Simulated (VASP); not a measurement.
# Sn (Immm) in VASP: a series of runs, part 2 of 2

VASP 6.6.1. The steps go on from the part before.

## Step 3: Single point, LDA

This run uses another cell than the first one, of 27.53 Å³/atom, 1.043 times its volume.

File INCAR:

```
  PREC = Accurate
  ENCUT = 520
  EDIFF = 1E-7
  ISMEAR = -1
  SIGMA = 0.15
  LREAL = F
  LASPH = T
  NELM = 80
  ALGO = Normal
  ISIF = 2
  LWAVE = F
  LCHARG = F
  NBANDS = 13
```

File KPOINTS:

```
Automatic mesh
0
Gamma
  12 12 12
```

File POSCAR:

```
Sn
1.0
   -1.7032045314      1.7515501800      2.3067389097
    1.7032045314     -1.7515501800      2.3067389097
    1.7032045314      1.7515501800     -2.3067389097
Sn
1
Direct
    0.0000000000      0.0000000000      0.0000000000
```

Potentials or basis: VASP PAW LDA potentials, release 64 (Sn_d).

Started as:

```console
> cat potpaw_LDA.64/Sn_d/POTCAR > POTCAR
> mpirun -np 1 vasp_std > vasp.out
```

OUTCAR:

```text
PREC = Accurate
   ENCUT = 520
   EDIFF = 1E-7
   ISMEAR = -1
   LREAL = F
   LASPH = T
   NELM = 80
   ISIF = 2

 ion  position               nearest neighbor table
   1  0.000  0.000  0.000-

  LATTYP: Found a body centered orthorhombic cell.
 ALAT       =     3.4064090628
 B/A-ratio  =     1.0283851104
 C/A-ratio  =     1.3543522620

  Lattice vectors:

 A1 = (  -1.7032045314,   1.7515501800,   2.3067389097)
 A2 = (   1.7032045314,  -1.7515501800,   2.3067389097)
 A3 = (   1.7032045314,   1.7515501800,  -2.3067389097)

Analysis of symmetry for initial positions (statically):
=====================================================================
 Subroutine PRICEL returns:
 Original cell was already a primitive cell.

 Routine SETGRP: Setting up the symmetry group for a
 body centered orthorhombic supercell.

 Subroutine GETGRP returns: Found  8 space group operations
 (whereof  8 operations were pure point group operations)
 out of a pool of  8 trial point group operations.

The static configuration has the point symmetry D_2h.

Analysis of symmetry for dynamics (positions and initial velocities):
=====================================================================
 Subroutine PRICEL returns:
 Original cell was already a primitive cell.

 Routine SETGRP: Setting up the symmetry group for a
 body centered orthorhombic supercell.

 Subroutine GETGRP returns: Found  8 space group operations
 (whereof  8 operations were pure point group operations)
 out of a pool of  8 trial point group operations.

The dynamic configuration has the point symmetry D_2h.

 Subroutine INISYM returns: Found  8 space group operations
 (whereof  8 operations are pure point group operations),
 and found     1 'primitive' translations

----------------------------------------------------------------------------------------

                                     Primitive cell

  volume of cell :      27.5263

  direct lattice vectors                    reciprocal lattice vectors
    -1.703204531  1.751550180  2.306738910     0.000000000  0.285461419  0.216756217
     1.703204531 -1.751550180  2.306738910     0.293564273  0.000000000  0.216756217
     1.703204531  1.751550180 -2.306738910     0.293564273  0.285461419  0.000000000

  length of vectors
     3.360041385  3.360041385  3.360041385     0.358429183  0.364915388  0.409473081

  position of ions in fractional coordinates (direct lattice)
     0.000000000  0.000000000  0.000000000

  ion indices of the primitive-cell ions
   primitive index   ion index
                 1           1

----------------------------------------------------------------------------------------

 KPOINTS: Automatic mesh

Automatic generation of k-mesh.
 Grid dimensions read from file:
 generate k-points for:   12   12   12

 Generating k-lattice:

  Cartesian coordinates                     Fractional coordinates (reciprocal lattice)
     0.000000000  0.023788452  0.018063018     0.083333333  0.000000000  0.000000000
     0.024463689  0.000000000  0.018063018    -0.000000000  0.083333333  0.000000000
     0.024463689  0.023788452  0.000000000    -0.000000000  0.000000000  0.083333333

  Length of vectors
     0.029869099  0.030409616  0.034122757

  Shift w.r.t. Gamma in fractional coordinates (k-lattice)
     0.000000000  0.000000000  0.000000000

 Subroutine IBZKPT returns following result:
 ===========================================

 Found    280 irreducible k-points:

 Following reciprocal coordinates:
            Coordinates               Weight
  0.000000  0.000000  0.000000      1.000000
  0.083333  0.000000 -0.000000      4.000000
  0.166667  0.000000 -0.000000      4.000000
  0.250000  0.000000  0.000000      4.000000
  0.333333  0.000000 -0.000000      4.000000
  0.416667  0.000000 -0.000000      4.000000
[... 16 lines left out ...]
  0.250000  0.166667 -0.000000      8.000000
  0.333333  0.166667 -0.000000      8.000000
 [... further k-points ...]
   k-points           NKPTS =    280   k-points in BZ     NKDIM =    280   number of bands    NBANDS=     13
   number of dos      NEDOS =    301   number of ions     NIONS =      1
   total plane-waves  NPLWV =  21952
   dimension x,y,z NGX =    28 NGY =   28 NGZ =   28
   dimension x,y,z NGXF=    56 NGYF=   56 NGZF=   56
   ions per type =               1
   NGX,Y,Z   is equivalent  to a cutoff of  13.85, 13.85, 13.85 a.u.
   NGXF,Y,Z  is equivalent  to a cutoff of  27.71, 27.71, 27.71 a.u.
 SYSTEM =  unknown system
   PREC   = accura    normal or accurate (medium, high low for compatibility)
   ISTART =      0    job   : 0-new  1-cont  2-samecut
   ICHARG =      2    charge: 1-file 2-atom 10-const
   ISPIN  =      1    spin polarized calculation?
   LNONCOLLINEAR =      F non collinear calculations
   LSORBIT =      F    spin-orbit coupling
   LASPH  =      T    aspherical Exc in radial PAW
   ENCUT  =  520.0 eV  38.22 Ry    6.18 a.u.   6.25  6.25  6.25*2*pi/ulx,y,z
   NELM   =     80;   NELMIN=  2; NELMDL= -5     # of ELM steps
   EDIFF  = 0.1E-06   stopping-criterion for ELM
   LREAL  =      F    real-space projection
   EDIFFG = 0.1E-05   stopping-criterion for IOM
   NSW    =      0    number of steps for IOM
   IBRION =     -1    ionic relax: 0-MD 1-quasi-New 2-CG
   NFREE  =      0    steps in history (QN), initial steepest desc. (CG)
   ISIF   =      2    stress and relaxation
   ISYM   =      2    0-nonsym 1-usesym 2-fastsym
   POTIM  = 0.5000    time-step for ionic-motion
   TEBEG  =    0.0;   TEEND  =   0.0 temperature during run
   PSTRESS=    0.0 pullay stress
   NELECT =      14.0000    total number of electrons
   NUPDOWN=      -1.0000    fix difference up-down
   EMIN   =  10.00;   EMAX   =-10.00  energy-range for DOS
   EFERMI =   0.00;   METHOD = LEGACY
   ISMEAR =    -1;   SIGMA  =   0.15  broadening in eV -4-tet -1-fermi 0-gaus
   EFERMI_NEDOS =   21; number of points for ismear=-14 and -15
   IALGO  =     38    algorithm
   IMIX   =      4    mixing-type and parameters
     AMIX     =   0.40;   BMIX     =  1.00
     AMIX_MAG =   1.60;   BMIX_MAG =  1.00
  volume/ion in A,a.u.               =      27.53       185.76
  Fermi-wavevector in a.u.,A,eV,Ry     =   1.306777  2.469451 23.234218  1.707667
  Thomas-Fermi vector in A             =   2.437556
   LORBIT       =      0    0 simple, 1 ext, 2 COOP (PROOUT), +10 PAW based schemes
   GGA     = CA    functional components
   LHFCALC =     F    Hartree Fock is set to
   AEXX    =    0.0000 exact exchange contribution
   IVDW    =     0    specifies the selected vdW correction
   LEPSILON=     F    determine dielectric tensor
   LRPA    =     F    only Hartree local field effects (RPA)
 non-spin polarized calculation
  energy-cutoff  :      520.00
  volume of cell :       27.53
 maximum number of plane-waves:       756
 NGX is ok and might be reduce to    28
   NGX = 13   NGY = 13   NGZ = 13

 number of electron      14.0000001 magnetization

 Free energy of the ion-electron system (eV)
  ---------------------------------------------------
  ext. energy  EPLUGINS =         0.00000000
  ---------------------------------------------------
  free energy    TOTEN  =        -4.43969812 eV

  energy without entropy =       -4.39471750  energy(sigma->0) =       -4.41720781

 E-fermi :   7.7160     XC(G=0): -10.5418

 val. band max:        7.7098914834   @ k =   0.1667  -0.4167   0.0833
 cond. band min:       7.7162909069   @ k =   0.2500   0.0833  -0.0000
 fundamental gap:      0.0063994235
 Fermi energy:         7.7160180517

 k-point     1 :       0.0000    0.0000    0.0000
  band No.  band energies     occupation
      1     -13.7576      2.00000
      2     -13.7420      2.00000
      3     -13.7168      2.00000
      4     -13.6818      2.00000
      5     -13.6436      2.00000
      6      -3.3509      2.00000
      7      14.9488      0.00000
      8      15.0960      0.00000
      9      15.5218      0.00000
     10      18.4957      0.00000
     11      19.1557      0.00000
     12      19.6730      0.00000
     13      19.8389      0.00000
[... 353 lines left out ...]
 k-point    24 :       0.3333    0.1667   -0.0000
  band No.  band energies     occupation
      1     -13.7384      2.00000
      2     -13.7173      2.00000
      3     -13.6919      2.00000
      4     -13.6276      2.00000
      5     -13.6036      2.00000
      6       0.1502      2.00000
      7       5.1696      2.00000
      8       9.6857      0.00000
      9      13.3177      0.00000
     10      16.6555      0.00000
     11      19.7477      0.00000
     12      20.6068      0.00000
     13      22.6545      0.00000

 [... further k-points ...]
[... 5 lines left out ...]
  --------------------------------------------------------------------------------------
  -------------------------------------------------------------------------------------
  Total       -0.4832090     -0.5931951     -0.5638989      0.0000000      0.0000000      0.0000000
  in kB      -28.1253415    -34.5271148    -32.8219200      0.0000000      0.0000000      0.0000000
  external PRESSURE =     -31.8247921 kB  Pullay stress =       0.0000000 kB

 VOLUME and BASIS-vectors are now :
 -----------------------------------------------------------------------------
  energy-cutoff  :      520.00
  volume of cell :       27.53
      direct lattice vectors                 reciprocal lattice vectors
    -1.703204531  1.751550180  2.306738910     0.000000000  0.285461419  0.216756217
     1.703204531 -1.751550180  2.306738910     0.293564273  0.000000000  0.216756217
     1.703204531  1.751550180 -2.306738910     0.293564273  0.285461419  0.000000000

 POSITION                                       TOTAL-FORCE (eV/Angst)
 -----------------------------------------------------------------------------------
      0.00000      0.00000      0.00000        -0.000000     -0.000000     -0.000000
 -----------------------------------------------------------------------------------
    total drift:                                0.000000      0.000000      0.000000

  FREE ENERGIE OF THE ION-ELECTRON SYSTEM (eV)
  ---------------------------------------------------
  free  energy   TOTEN  =        -4.4396981174 eV

  energy  without entropy=       -4.3947174994  energy(sigma->0) =       -4.41720781
```

stdout:

```text
POSCAR found type information on POSCAR Sn
 POSCAR found :  1 types and       1 ions
 scaLAPACK will be used
 LDA part: xc-table for (Slater(with rela. corr.)+CA(PZ))
 , standard interpolation
 POSCAR, INCAR and KPOINTS ok, starting setup
 FFT: planning ... GRIDC
 FFT: planning ... GRID_SOFT
 FFT: planning ... GRID
 WAVECAR not read
 entering main loop
```

It took 76 s on 1 thread of AMD EPYC 9R45 (Zen 5), shared host; peak memory 0.17 GiB.

Results:

| Quantity | Value |
| --- | --- |
| Free energy | -4.4397 eV |
| Pressure | -3.2 GPa |
| Band gap on the k mesh | zero (band 7 reaches 14.95 eV, above the bottom of band 8 at 5.71 eV) |

Stress tensor (GPa, compression positive):
```
-2.81  0.00  0.00
 0.00 -3.45  0.00
 0.00  0.00 -3.28
```

Levels at points of the mesh, in eV from the Fermi level:
| k point | band 5 | band 6 | band 7 | band 8 | band 9 | band 10 |
| --- | --- | --- | --- | --- | --- | --- |
| (0.00, 0.00, 0.00) | -21.36 | -11.07 | 7.23 | 7.38 | 7.81 | 10.78 |
| (0.50, 0.00, 0.00) | -21.29 | -6.96 | -4.57 | 5.38 | 6.16 | 10.06 |
| (0.00, 0.50, 0.00) | -21.30 | -6.70 | -4.51 | 4.94 | 5.84 | 9.56 |
| (0.50, 0.50, 0.00) | -21.27 | -5.26 | -3.72 | 2.08 | 2.47 | 5.73 |
| (0.50, 0.50, 0.50) | -21.28 | -4.46 | -3.21 | 1.21 | 1.86 | 4.78 |

Caveat: spin-orbit coupling is left out, which moves the levels of the heavy elements.

## Step 4: Single point, LDA

This run uses another cell than the first one, of 28.67 Å³/atom, 1.087 times its volume.

File INCAR:

```
SYSTEM = Sn
PREC = Accurate ; ENCUT = 520
EDIFF = 1E-7 ; ISMEAR = -1
SIGMA = 0.15 ; LREAL = .False.
LASPH = .True. ; NELM = 80
ALGO = Normal ; ISIF = 2
LWAVE = .False. ; LCHARG = .False.
GGA = CA ; NBANDS = 13
```

File KPOINTS:

```
regular mesh
0
Gamma
  12 12 12
  0 0 0
```

File POSCAR:

```
Sn
1.0
   -1.7265390000      1.7755470000      2.3383420000
    1.7265390000     -1.7755470000      2.3383420000
    1.7265390000      1.7755470000     -2.3383420000
Sn
1
Direct
    0.0000000000      0.0000000000      0.0000000000
```

Started as:

```console
> cat potpaw_LDA.64/Sn_d/POTCAR > POTCAR
> mpirun -np 1 vasp_std > vasp.out
```

Run time: 74 s. Hardware: 1 thread of AMD EPYC 9R45 (Zen 5), shared host; peak memory 0.18 GiB.

Results (log left out):

```yaml
Free_energy: -4.4117 eV
Pressure: -4.7 GPa
Band_gap_on_the_k_mesh: zero (band 7 reaches 14.15 eV, above the bottom of band 8 at 5.34 eV)
```

Stress tensor (GPa, compression positive):
```
-4.44  0.00  0.00
 0.00 -4.92  0.00
 0.00  0.00 -4.85
```

Levels at points of the mesh, in eV from the Fermi level:
```csv
k point,band 5,band 6,band 7,band 8,band 9,band 10
"(0.00, 0.00, 0.00)",-21.35,-10.78,6.92,7.06,7.46,10.73
"(0.50, 0.00, 0.00)",-21.29,-6.89,-4.36,5.16,5.91,9.75
"(0.00, 0.50, 0.00)",-21.30,-6.65,-4.29,4.74,5.61,9.26
"(0.50, 0.50, 0.00)",-21.27,-5.29,-3.54,2.03,2.41,5.60
"(0.50, 0.50, 0.50)",-21.28,-4.54,-3.05,1.19,1.82,4.71
```

Caveat: spin-orbit coupling is left out, which moves the levels of the heavy elements.

## Step 5: Single point, LDA

This run uses another cell than the first one, of 29.82 Å³/atom, 1.130 times its volume.

File INCAR:

```
SYSTEM = Sn
PREC = Accurate
ENCUT = 520
EDIFF = 1E-7
ISMEAR = -1
SIGMA = 0.15
LREAL = .False.
LASPH = .True.
NELM = 60
ALGO = Normal
ISIF = 2
LWAVE = .False.
LCHARG = .False.
GGA = CA
NBANDS = 13
```

KPOINTS is that of step 4.

File POSCAR:

```
Sn
1.0
   -1.7492592239      1.7989121400      2.3691131866
    1.7492592239     -1.7989121400      2.3691131866
    1.7492592239      1.7989121400     -2.3691131866
Sn
1
Direct
    0.0000000000      0.0000000000      0.0000000000
```

Started as:

```console
> cat potpaw_LDA.64/Sn_d/POTCAR > POTCAR
> mpirun -np 1 vasp_std > vasp.out
```

Wall time 77 s (1 thread of AMD EPYC 9R45 (Zen 5), shared host); peak memory 0.18 GiB.

Results (log left out):

| Quantity | Value |
| --- | --- |
| Free energy | -4.3738 eV |
| Pressure | -5.9 GPa |
| Band gap on the k mesh | zero (band 7 reaches 13.41 eV, above the bottom of band 8 at 4.99 eV) |

Stress tensor (GPa, compression positive):
```
-5.71  0.00  0.00
 0.00 -6.06  0.00
 0.00  0.00 -6.06
```

Levels at points of the mesh, in eV from the Fermi level:
```csv
k point,band 4,band 5,band 6,band 7,band 8,band 9,band 10,band 11
"(0.00, 0.00, 0.00)",-21.38,-21.35,-10.51,6.62,6.77,7.13,10.67,10.98
"(0.50, 0.00, 0.00)",-21.32,-21.30,-6.83,-4.16,4.96,5.67,9.45,10.11
"(0.00, 0.50, 0.00)",-21.30,-21.30,-6.60,-4.10,4.56,5.39,8.98,9.57
"(0.50, 0.50, 0.00)",-21.30,-21.28,-5.32,-3.38,1.98,2.35,5.49,5.97
"(0.50, 0.50, 0.50)",-21.28,-21.28,-4.62,-2.91,1.17,1.78,4.65,5.51
```

Caveat: spin-orbit coupling is left out, which moves the levels of the heavy elements.

## Step 6: Single point, LDA

This run uses another cell than the first one, of 30.97 Å³/atom, 1.174 times its volume.

File INCAR:

```
PREC     = Accurate       # precision mode
ENCUT    = 520            # plane-wave cutoff, eV
EDIFF    = 1E-6           # SCF threshold, eV
ISMEAR   = -1             # smearing method
SIGMA    = 0.15           # smearing width, eV
LREAL    = False          # projectors in reciprocal space
LASPH    = True           # aspherical terms in the spheres
NELM     = 80             # most SCF steps
ALGO     = Normal         # electronic algorithm
ISIF     = 2              # what is computed and relaxed
LWAVE    = False          # write WAVECAR
LCHARG   = False          # write CHGCAR
NBANDS   = 13             # bands
```

File KPOINTS:

```
regular mesh
0
Gamma
  12 12 12
```

File POSCAR:

```
Sn
1.0
   -1.7714040966      1.8216855973      2.3991051451
    1.7714040966     -1.8216855973      2.3991051451
    1.7714040966      1.8216855973     -2.3991051451
Sn
1
Direct
    0.0000000000      0.0000000000      0.0000000000
```

Potentials or basis: VASP PAW LDA potentials, release 64 (Sn_d).

Started as:

```console
> cat potpaw_LDA.64/Sn_d/POTCAR > POTCAR
> mpirun -np 1 vasp_std > vasp.out
```

Wall time 61 s (1 thread of AMD EPYC 9R45 (Zen 5), shared host); peak memory 0.18 GiB.

It converged, with:

```yaml
Free_energy: -4.3284 eV
Pressure: -6.7 GPa
Band_gap_on_the_k_mesh: zero (band 7 reaches 12.72 eV, above the bottom of band 8 at 4.67 eV)
```

Stress tensor (GPa, compression positive):
```
-6.55  0.00  0.00
 0.00 -6.81  0.00
 0.00  0.00 -6.86
```

Levels at points of the mesh, in eV from the Fermi level:
```
           k point  band 3  band 4  band 5  band 6  band 7  band 8  band 9  band 10  band 11  band 12
(0.00, 0.00, 0.00)  -21.40  -21.37  -21.35  -10.27    6.35    6.49    6.83    10.62    10.77    11.25
(0.50, 0.00, 0.00)  -21.40  -21.32  -21.30   -6.78   -3.98    4.77    5.45     9.16     9.95    10.08
(0.00, 0.50, 0.00)  -21.39  -21.31  -21.30   -6.56   -3.92    4.38    5.19     8.71     9.42    10.02
(0.50, 0.50, 0.00)  -21.31  -21.30  -21.29   -5.36   -3.23    1.93    2.30     5.39     5.91    18.44
(0.50, 0.50, 0.50)  -21.31  -21.29  -21.29   -4.69   -2.78    1.15    1.74     4.60     5.46    18.70
```

Caveat: spin-orbit coupling is left out, which moves the levels of the heavy elements.

## Step 7: Overview

```tsv
cell	gap on the mesh (eV)	pressure (GPa)
a = 3.313 Å, angles 119.1, 117.2, 93.3°, 1 atom	none	-1.2
a = 3.360 Å, angles 119.1, 117.2, 93.3°, 1 atom	none	-3.2
a = 3.406 Å, angles 119.1, 117.2, 93.3°, 1 atom	none	-4.7
a = 3.451 Å, angles 119.1, 117.2, 93.3°, 1 atom	none	-5.9
a = 3.495 Å, angles 119.1, 117.2, 93.3°, 1 atom	none	-6.7
```

Alike in all rows: task single point; level LDA; potentials or basis VASP PAW LDA potentials, release 64 (Sn_d); no spin polarisation; k mesh 12 × 12 × 12; cutoff (eV) 520; smearing fermi-dirac 0.15 eV.

Caveats: spin-orbit coupling is left out, which moves the levels of the heavy elements.

Total energies depend on the potentials used, so only differences within one code and one set of settings carry meaning.
